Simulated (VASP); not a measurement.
## Al15GeO24 (a cell with a defect): single point with PBE

Al15GeO24 (a cell with a defect):

```
CELL_PARAMETERS angstrom
2.40394 1.38792 4.37421
-4.80788 2.77583 8.74841
0.00000 -5.55167 8.74841
ATOMIC_POSITIONS crystal
Al 0.66424 0.32584 0.32710
Al 0.14811 0.07694 0.07368
Al 0.35041 0.17620 0.17565
Al 0.64391 0.32044 0.83124
Al 0.84395 0.42895 0.92877
Al 0.15762 0.06905 0.57506
Al 0.36366 0.17080 0.67656
Al 0.64080 0.83088 0.32223
Al 0.85656 0.92602 0.42521
Al 0.14177 0.57581 0.07466
Al 0.34292 0.68183 0.17257
Al 0.64862 0.82289 0.82393
Al 0.85327 0.92568 0.92609
Al 0.14357 0.57116 0.57462
Al 0.34459 0.67328 0.68134
Ge 0.88233 0.43441 0.43806
O 0.44682 0.02591 0.37384
O 0.95055 0.12360 0.27799
O 0.06153 0.37620 0.20680
O 0.74802 0.22210 0.02897
O 0.31488 0.24598 0.47652
O 0.54754 0.47224 0.12792
O 0.44472 0.02853 0.87549
O 0.94584 0.12374 0.77902
O 0.04827 0.37299 0.72170
O 0.76495 0.20643 0.53338
O 0.24419 0.27720 0.97232
O 0.49583 0.47168 0.65766
O 0.39999 0.52926 0.37674
O 0.93816 0.66343 0.24284
O 0.05998 0.88056 0.22106
O 0.74522 0.72416 0.02587
O 0.25164 0.77468 0.47218
O 0.55585 0.97844 0.12101
O 0.44112 0.52931 0.87889
O 0.92639 0.62732 0.78198
O 0.05617 0.87278 0.72255
O 0.74565 0.71891 0.52726
O 0.25584 0.78447 0.96159
O 0.56429 0.95821 0.62894
```

* Program: VASP 6.6.1
* Task: single point
* Functional: PBE
* Potentials or basis: VASP PAW PBE potentials, release 64 (Al, Ge_d, O)
* Cutoff: 520 eV
* k mesh: 2 × 2 × 2, shifted
* Occupations: fermi-dirac, width 0.01 eV
* Spin: no spin polarisation
* Dipole correction: no
* Charge: -1
* Further INCAR settings: LREAL = Auto; ALGO = Normal; EDIFF = 1e-07; NBANDS = 128; NELECT = 204.0

| Item | Value |
| --- | --- |
| Largest force | 0.092 eV/Å |

Forces on the atoms (eV/Å):
```
Al   0.002 -0.004 -0.002
Al  -0.004  0.009 -0.006
Al  -0.020  0.006  0.017
Al   0.013  0.013 -0.019
Al   0.007 -0.012  0.003
Al  -0.019  0.016  0.001
Al  -0.007  0.019  0.007
Al   0.011  0.001 -0.018
Al  -0.006 -0.005  0.004
Al   0.002 -0.023 -0.006
Al   0.003 -0.005  0.007
Al  -0.006  0.003 -0.014
Al  -0.010 -0.003  0.015
Al   0.025  0.010  0.001
Al   0.012  0.002 -0.002
Ge   0.005 -0.006 -0.029
O    0.007 -0.004  0.016
O   -0.003  0.024  0.017
O   -0.004  0.052 -0.024
O    0.005  0.001  0.005
O    0.057 -0.004  0.016
O    0.022  0.008  0.011
O    0.004 -0.012  0.007
O    0.000 -0.004  0.014
O    0.008  0.003  0.015
O    0.006 -0.045 -0.052
O    0.017 -0.030 -0.040
O   -0.075 -0.032  0.043
O   -0.023  0.009  0.000
O   -0.043  0.043  0.036
O    0.007  0.001 -0.018
O   -0.009  0.001 -0.006
O   -0.009 -0.012 -0.004
O   -0.003 -0.001 -0.006
O   -0.014 -0.010  0.008
O   -0.012 -0.014 -0.005
O    0.019  0.003 -0.011
O   -0.016  0.006  0.003
O    0.019  0.004  0.007
O    0.033 -0.005  0.010
```

Levels at points of the mesh, in eV from the Fermi level:
```tsv
k point	band 98	band 99	band 100	band 101	band 102	band 103	band 104	band 105	band 106	band 107
(0.25, 0.25, 0.25)	-3.72	-3.58	-3.46	-3.36	-0.34	3.28	3.73	4.50	4.68	5.69
```

It took 16 min on 1 thread of Oxide Virtual Turin-like Processor (shared host), peak memory 0.57 GiB.

Caveat: the k points lie up to 0.61 Å⁻¹ apart; the cell carries a net charge on a neutralising background, which shifts energy and pressure; the cell is charged against a uniform background, so pressure and absolute levels hang on convention.
